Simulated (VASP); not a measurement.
# Sb (Im-3m) in VASP: single point with LDA

Aim: the single point of Sb with LDA.

Program: VASP 6.6.1. These are calculated values, not measurements. Logs are shortened: lines on timing, memory, paths and dates and some standing lists are left out, and cuts for length are marked.

### Step 1. The cell of the first run

The structure is cubic, space group Im-3m (No. 229). The conventional cell has a = 3.708 Å, b = 3.708 Å, c = 3.708 Å, α = 90.00°, β = 90.00°, γ = 90.00°. Within 4.2 Å of Sb (site symmetry m-3m) lie 14 Sb at 3.21 to 3.71 Å.

### Step 2. Single point, LDA

INCAR reads:

```
SYSTEM = Sb
PREC = Accurate
ENCUT = 520
EDIFF = 1E-7
ISMEAR = -1
SIGMA = 0.13605693000000002
LREAL = .FALSE.
LASPH = .TRUE.
NELM = 100
ALGO = Normal
ISIF = 2
LWAVE = .FALSE.
LCHARG = .FALSE.
GGA = CA
NBANDS = 8
```

KPOINTS reads:

```
regular mesh
0
G
  12 12 12
  0 0 0
```

POSCAR reads:

```
Sb
1.0
   -1.8540209595      1.8540209595      1.8540209595
    1.8540209595     -1.8540209595      1.8540209595
    1.8540209595      1.8540209595     -1.8540209595
Sb
1
Direct
    0.0000000000      0.0000000000      0.0000000000
```

Potentials or basis: VASP PAW LDA potentials, release 64 (Sb).

Command:

```console
cat potpaw_LDA.64/Sb/POTCAR > POTCAR
mpirun -np 1 vasp_std > vasp.out
```

OUTCAR:

```text
SYSTEM = Sb
   PREC = Accurate
   ENCUT = 520
   EDIFF = 1E-7
   ISMEAR = -1
   LREAL = .FALSE.
   LASPH = .TRUE.
   NELM = 100
   ISIF = 2
   GGA = CA

 ion  position               nearest neighbor table
   1  0.000  0.000  0.000-

  LATTYP: Found a body centered cubic cell.
 ALAT       =     3.7080419190

  Lattice vectors:

 A1 = (  -1.8540209595,   1.8540209595,   1.8540209595)
 A2 = (   1.8540209595,  -1.8540209595,   1.8540209595)
 A3 = (   1.8540209595,   1.8540209595,  -1.8540209595)

Analysis of symmetry for initial positions (statically):
=====================================================================
 Subroutine PRICEL returns:
 Original cell was already a primitive cell.

 Routine SETGRP: Setting up the symmetry group for a
 body centered cubic supercell.

 Subroutine GETGRP returns: Found 48 space group operations
[... 9 lines left out ...]

 Routine SETGRP: Setting up the symmetry group for a
 body centered cubic supercell.

 Subroutine GETGRP returns: Found 48 space group operations
[... 11 lines left out ...]
                                     Primitive cell

  volume of cell :      25.4920

  direct lattice vectors                    reciprocal lattice vectors
    -1.854020959  1.854020959  1.854020959     0.000000000  0.269684114  0.269684114
     1.854020959 -1.854020959  1.854020959     0.269684114  0.000000000  0.269684114
     1.854020959  1.854020959 -1.854020959     0.269684114  0.269684114  0.000000000

  length of vectors
     3.211258500  3.211258500  3.211258500     0.381390932  0.381390932  0.381390932

  position of ions in fractional coordinates (direct lattice)
     0.000000000  0.000000000  0.000000000

  ion indices of the primitive-cell ions
   primitive index   ion index
                 1           1

----------------------------------------------------------------------------------------

 KPOINTS: regular mesh

Automatic generation of k-mesh.
 Grid dimensions read from file:
 generate k-points for:   12   12   12

 Generating k-lattice:

  Cartesian coordinates                     Fractional coordinates (reciprocal lattice)
     0.000000000  0.022473676  0.022473676     0.083333333  0.000000000  0.000000000
     0.022473676  0.000000000  0.022473676     0.000000000  0.083333333  0.000000000
     0.022473676  0.022473676  0.000000000     0.000000000  0.000000000  0.083333333

[... 47 lines left out ...]
   PREC   = accura    normal or accurate (medium, high low for compatibility)
   ISTART =      0    job   : 0-new  1-cont  2-samecut
   ICHARG =      2    charge: 1-file 2-atom 10-const
   ISPIN  =      1    spin polarized calculation?
   LNONCOLLINEAR =      F non collinear calculations
   LSORBIT =      F    spin-orbit coupling
   LASPH  =      T    aspherical Exc in radial PAW
   ENCUT  =  520.0 eV  38.22 Ry    6.18 a.u.   5.97  5.97  5.97*2*pi/ulx,y,z
   NELM   =    100;   NELMIN=  2; NELMDL= -5     # of ELM steps
   EDIFF  = 0.1E-06   stopping-criterion for ELM
   LREAL  =      F    real-space projection
   EDIFFG = 0.1E-05   stopping-criterion for IOM
   NSW    =      0    number of steps for IOM
   IBRION =     -1    ionic relax: 0-MD 1-quasi-New 2-CG
   NFREE  =      0    steps in history (QN), initial steepest desc. (CG)
   ISIF   =      2    stress and relaxation
   ISYM   =      2    0-nonsym 1-usesym 2-fastsym
   POTIM  = 0.5000    time-step for ionic-motion
   TEBEG  =    0.0;   TEEND  =   0.0 temperature during run
   PSTRESS=    0.0 pullay stress
   NELECT =       5.0000    total number of electrons
   NUPDOWN=      -1.0000    fix difference up-down
   EMIN   =  10.00;   EMAX   =-10.00  energy-range for DOS
   EFERMI =   0.00;   METHOD = LEGACY
   ISMEAR =    -1;   SIGMA  =   0.14  broadening in eV -4-tet -1-fermi 0-gaus
   EFERMI_NEDOS =   21; number of points for ismear=-14 and -15
   IALGO  =     38    algorithm
   IMIX   =      4    mixing-type and parameters
     AMIX     =   0.40;   BMIX     =  1.00
     AMIX_MAG =   1.60;   BMIX_MAG =  1.00
  volume/ion in A,a.u.               =      25.49       172.03
  Fermi-wavevector in a.u.,A,eV,Ry     =   0.951182  1.797473 12.309828  0.904747
  Thomas-Fermi vector in A             =   2.079628
   LORBIT       =      0    0 simple, 1 ext, 2 COOP (PROOUT), +10 PAW based schemes
   GGA     = CA    functional components
   LHFCALC =     F    Hartree Fock is set to
   AEXX    =    0.0000 exact exchange contribution
   IVDW    =     0    specifies the selected vdW correction
   LEPSILON=     F    determine dielectric tensor
   LRPA    =     F    only Hartree local field effects (RPA)
 non-spin polarized calculation
  energy-cutoff  :      520.00
  volume of cell :       25.49
 maximum number of plane-waves:       712
   NGX = 11   NGY = 11   NGZ = 11

 number of electron       5.0000000 magnetization

 Free energy of the ion-electron system (eV)
  ---------------------------------------------------
  ext. energy  EPLUGINS =         0.00000000
  ---------------------------------------------------
  free energy    TOTEN  =        -4.65278716 eV

  energy without entropy =       -4.62078638  energy(sigma->0) =       -4.63678677

 E-fermi :   9.0793     XC(G=0): -10.6066

 val. band max:        9.0652304963   @ k =  -0.4167   0.5000   0.0833
 cond. band min:       9.0925729429   @ k =  -0.2500   0.2500   0.1667
 fundamental gap:      0.0273424465
 Fermi energy:         9.0793235816

 k-point     1 :       0.0000    0.0000    0.0000
  band No.  band energies     occupation
      1      -4.2246      2.00000
      2      14.8983      0.00000
      3      14.8983      0.00000
      4      14.8983      0.00000
      5      19.5669      0.00000
      6      19.5669      0.00000
      7      19.5669      0.00000
      8      20.9871      0.00000
[... 243 lines left out ...]
 k-point    24 :       0.4167    0.0833    0.0833
  band No.  band energies     occupation
      1       0.3258      2.00000
      2       3.4993      2.00000
      3       9.2069      0.56276
      4      10.9405      0.00000
      5      17.8296      0.00000
      6      18.3059      0.00000
      7      23.6264      0.00000
      8      23.9224      0.00000

 [... further k-points ...]
[... 5 lines left out ...]
  --------------------------------------------------------------------------------------
  -------------------------------------------------------------------------------------
  Total        0.0345871      0.0345871      0.0345871     -0.0000000      0.0000000     -0.0000000
  in kB        2.1738057      2.1738057      2.1738057     -0.0000000      0.0000000     -0.0000000
  external PRESSURE =       2.1738057 kB  Pullay stress =       0.0000000 kB

 VOLUME and BASIS-vectors are now :
 -----------------------------------------------------------------------------
  energy-cutoff  :      520.00
  volume of cell :       25.49
      direct lattice vectors                 reciprocal lattice vectors
    -1.854020959  1.854020959  1.854020959     0.000000000  0.269684114  0.269684114
     1.854020959 -1.854020959  1.854020959     0.269684114  0.000000000  0.269684114
     1.854020959  1.854020959 -1.854020959     0.269684114  0.269684114  0.000000000

 POSITION                                       TOTAL-FORCE (eV/Angst)
 -----------------------------------------------------------------------------------
      0.00000      0.00000      0.00000        -0.000000     -0.000000      0.000000
 -----------------------------------------------------------------------------------
    total drift:                               -0.000000     -0.000000     -0.000000

  FREE ENERGIE OF THE ION-ELECTRON SYSTEM (eV)
  ---------------------------------------------------
  free  energy   TOTEN  =        -4.6527871558 eV

  energy  without entropy=       -4.6207863825  energy(sigma->0) =       -4.63678677
```

OSZICAR:

```text
N       E                     dE             d eps       ncg     rms          rms(c)
DAV:   1     0.461754293620E+01    0.46175E+01   -0.16222E+03  1152   0.408E+02
DAV:   2    -0.455585764695E+01   -0.91734E+01   -0.88372E+01  1608   0.546E+01
DAV:   3    -0.465891679753E+01   -0.10306E+00   -0.10297E+00  1368   0.637E+00
DAV:   4    -0.465922395425E+01   -0.30716E-03   -0.30715E-03  1744   0.438E-01
DAV:   5    -0.465922442065E+01   -0.46640E-06   -0.46562E-06  1488   0.122E-02    0.202E+00
DAV:   6    -0.465510583399E+01    0.41186E-02   -0.14812E-03  1392   0.170E-01    0.117E+00
DAV:   7    -0.465279404166E+01    0.23118E-02   -0.29342E-03  1352   0.239E-01    0.392E-02
DAV:   8    -0.465278710083E+01    0.69408E-05   -0.33411E-05  1432   0.453E-02    0.567E-03
DAV:   9    -0.465278715580E+01   -0.54969E-07   -0.22280E-07  1768   0.410E-03
   1 F= -.46527872E+01 E0= -.46367868E+01  d E =-.320008E-01
```

stdout:

```text
POSCAR found type information on POSCAR Sb
 POSCAR found :  1 types and       1 ions
 scaLAPACK will be used
 LDA part: xc-table for (Slater(with rela. corr.)+CA(PZ))
 , standard interpolation
 POSCAR, INCAR and KPOINTS ok, starting setup
 FFT: planning ... GRIDC
 FFT: planning ... GRID_SOFT
 FFT: planning ... GRID
 WAVECAR not read
 entering main loop
```

It took 4 s on 1 thread of AMD EPYC 9R45 (Zen 5), shared host; peak memory 0.1 GiB.

What came out:

```
Free energy : -4.6528 eV
Pressure    : 0.2 GPa
```

Caveat: spin-orbit coupling is left out, which moves the levels of the heavy elements.
